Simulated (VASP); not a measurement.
# TaN (Pmc2_1) in VASP: a series of runs, part 2 of 2

VASP 6.6.1. The steps go on from the part before.

### 3 Single point, PBEsol (mode 4 (178.8 1/cm) frozen in, largest displacement +0.188 Å)

Contents of INCAR:

```
  PREC = Accurate
  ENCUT = 520
  EDIFF = 1E-6
  ISMEAR = 0
  SIGMA = 0.15
  LREAL = False
  LASPH = True
  NELM = 80
  ALGO = Normal
  ISIF = 2
  LWAVE = False
  LCHARG = False
  GGA = PS
  NBANDS = 24
```

Contents of KPOINTS:

```
Automatic mesh
0
Gamma
  20 20 12
```

Contents of POSCAR:

```
TaN
1.0
    0.0000000000      0.0000000000      2.8707276426
    2.9239890448      0.0000000000      0.0000000000
    0.0000000000      5.0644975863      0.0000000000
Ta N
2 2
Direct
    0.5000000000      0.0641247273      0.3333333333
    0.5000000000      0.4358752727      0.8333333333
    0.0000000000      0.5276228560      0.5000000000
    0.0000000000     -0.0276228560      0.0000000000
```

Potentials or basis: VASP PAW PBE potentials, release 64 (Ta_pv, N).

The run is started by

```bash
> cat potpaw_PBE.64/Ta_pv/POTCAR potpaw_PBE.64/N/POTCAR > POTCAR
> mpirun -np 1 vasp_std > vasp.out
```

OUTCAR:

```text
PREC = Accurate
   ENCUT = 520
   EDIFF = 1E-6
   ISMEAR = 0
   LREAL = False
   LASPH = True
   NELM = 80
   ISIF = 2
   GGA = PS

 ion  position               nearest neighbor table
   1  0.500  0.064  0.333-   3 2.15   3 2.15   4 2.23   4 2.23   3 2.29   3 2.29   2 2.76   2 2.76
                             2 3.13   2 3.13
   2  0.500  0.436  0.833-   4 2.15   4 2.15   3 2.23   3 2.23   4 2.29   4 2.29   1 2.76   1 2.76
                             1 3.13   1 3.13
   3  0.000  0.528  0.500-   1 2.15   1 2.15   2 2.23   2 2.23   1 2.29   1 2.29
   4  0.000  0.972  0.000-   2 2.15   2 2.15   1 2.23   1 2.23   2 2.29   2 2.29

  LATTYP: Found a simple orthorhombic cell.
 ALAT       =     2.8707276426
 B/A-ratio  =     1.0185532760
 C/A-ratio  =     1.7641860242

  Lattice vectors:

 A1 = (   0.0000000000,   0.0000000000,   2.8707276426)
 A2 = (   2.9239890448,   0.0000000000,   0.0000000000)
 A3 = (   0.0000000000,   5.0644975863,   0.0000000000)

Analysis of symmetry for initial positions (statically):
=====================================================================
 Subroutine PRICEL returns:
 Original cell was already a primitive cell.

 Routine SETGRP: Setting up the symmetry group for a
 simple orthorhombic supercell.

 Subroutine GETGRP returns: Found  4 space group operations
 (whereof  2 operations were pure point group operations)
 out of a pool of  8 trial point group operations.

The static configuration has the point symmetry C_1h.
 The point group associated with its full space group is C_2v.

Analysis of symmetry for dynamics (positions and initial velocities):
=====================================================================
 Subroutine PRICEL returns:
 Original cell was already a primitive cell.

 Routine SETGRP: Setting up the symmetry group for a
 simple orthorhombic supercell.

 Subroutine GETGRP returns: Found  4 space group operations
 (whereof  2 operations were pure point group operations)
 out of a pool of  8 trial point group operations.

The dynamic configuration has the point symmetry C_1h.
 The point group associated with its full space group is C_2v.
[... 119 lines left out ...]
   EFERMI_NEDOS =   21; number of points for ismear=-14 and -15
   IALGO  =     38    algorithm
   IMIX   =      4    mixing-type and parameters
     AMIX     =   0.40;   BMIX     =  1.00
     AMIX_MAG =   1.60;   BMIX_MAG =  1.00
  volume/ion in A,a.u.               =      10.63        71.72
  Fermi-wavevector in a.u.,A,eV,Ry     =   1.489213  2.814204 30.174390  2.217755
  Thomas-Fermi vector in A             =   2.602150
   LORBIT       =      0    0 simple, 1 ext, 2 COOP (PROOUT), +10 PAW based schemes
   GGA     = PS    functional components
   LHFCALC =     F    Hartree Fock is set to
   AEXX    =    0.0000 exact exchange contribution
   IVDW    =     0    specifies the selected vdW correction
   LEPSILON=     F    determine dielectric tensor
   LRPA    =     F    only Hartree local field effects (RPA)
 non-spin polarized calculation
 Gauss-broadening in eV      SIGMA  =   0.15
  energy-cutoff  :      520.00
  volume of cell :       42.51
 maximum number of plane-waves:      1166
 NGX is ok and might be reduce to    24
   NGX = 11   NGY = 11   NGZ = 19

 number of electron      32.0000002 magnetization

 Free energy of the ion-electron system (eV)
  ---------------------------------------------------
  ext. energy  EPLUGINS =         0.00000000
  ---------------------------------------------------
  free energy    TOTEN  =       -46.88052424 eV

  energy without entropy =      -46.87709569  energy(sigma->0) =      -46.87880997

 E-fermi :   8.3314     XC(G=0): -13.5733

 val. band max:        8.2872356814   @ k =   0.0500   0.3500   0.0000
 cond. band min:       8.3438597343   @ k =   0.3500   0.1500   0.0000
 fundamental gap:      0.0566240529
 Fermi energy:         8.3314034382

 k-point     1 :       0.0000    0.0000    0.0000
  band No.  band energies     occupation
      1     -27.3966      2.00000
      2     -26.4936      2.00000
      3     -26.4282      2.00000
      4     -26.3209      2.00000
      5     -26.2431      2.00000
      6     -26.1097      2.00000
[... 637 lines left out ...]
     23      12.9414      0.00000
     24      13.3581      0.00000

 [... further k-points ...]
[... 5 lines left out ...]
  --------------------------------------------------------------------------------------
  -------------------------------------------------------------------------------------
  Total        0.0919093      3.4491667      0.7806348      0.0000000      0.0000000      0.0000000
  in kB        3.4639045    129.9932089     29.4207947      0.0000000      0.0000000      0.0000000
  external PRESSURE =      54.2926360 kB  Pullay stress =       0.0000000 kB

 VOLUME and BASIS-vectors are now :
 -----------------------------------------------------------------------------
  energy-cutoff  :      520.00
  volume of cell :       42.51
      direct lattice vectors                 reciprocal lattice vectors
     0.000000000  0.000000000  2.870727643     0.000000000  0.000000000  0.348343739
     2.923989045  0.000000000  0.000000000     0.341998545  0.000000000  0.000000000
     0.000000000  5.064497586  0.000000000     0.000000000  0.197452952  0.000000000

 POSITION                                       TOTAL-FORCE (eV/Angst)
 -----------------------------------------------------------------------------------
      0.18750      1.68817      1.43536        -3.768253     -0.011762      0.000000
      1.27449      4.22041      1.43536         3.768253     -0.011762      0.000000
      1.54276      2.53225      0.00000         0.016664      0.011762      0.000000
      2.84322      0.00000      0.00000        -0.016664      0.011762      0.000000
 -----------------------------------------------------------------------------------
    total drift:                                0.000000      0.000017      0.000000

  FREE ENERGIE OF THE ION-ELECTRON SYSTEM (eV)
  ---------------------------------------------------
  free  energy   TOTEN  =       -46.8805242407 eV

  energy  without entropy=      -46.8770956940  energy(sigma->0) =      -46.87880997
```

Run time: 12 min. Hardware: 1 thread of Intel Xeon 6975P-C, shared host; peak memory 0.76 GiB.

What came out:

```yaml
Free_energy: -46.8805 eV
Pressure: 5.4 GPa
Largest_force: 3.768 eV/Å
Band_gap_on_the_k_mesh: zero (band 16 reaches 8.46 eV, above the bottom of band 17 at 8.25 eV)
```

Forces on the atoms (eV/Å):
```
Ta  -3.768 -0.012  0.000
Ta   3.768 -0.012  0.000
N    0.017  0.012  0.000
N   -0.017  0.012  0.000
```

Levels at points of the mesh, in eV from the Fermi level:
```tsv
k point	band 14	band 15	band 16	band 17	band 18	band 19
(0.00, 0.00, 0.00)	-3.50	-3.02	-2.69	1.36	3.08	3.09
(0.50, 0.00, 0.00)	-3.73	-0.79	-0.49	0.45	1.83	2.00
(0.00, 0.50, 0.00)	-4.69	-2.23	-0.61	0.95	0.98	1.85
(0.50, 0.50, 0.00)	-3.67	-1.99	-0.24	3.48	4.12	4.54
(0.00, 0.00, 0.50)	-4.36	-2.61	-2.61	1.48	1.48	3.42
(0.50, 0.00, 0.50)	-4.64	-1.95	-1.95	2.39	2.39	2.77
(0.00, 0.50, 0.50)	-3.57	-3.27	-3.27	2.75	2.75	3.79
(0.50, 0.50, 0.50)	-5.54	-0.38	-0.38	3.91	3.91	5.34
```

Caveat: the cell differs from its parent crystal (mode 4 (178.8 1/cm) frozen in, largest displacement +0.188 Å); the PAW data sets were made with another functional, which shifts forces and pressure a little; spin-orbit coupling is left out, which moves the levels of the heavy elements.
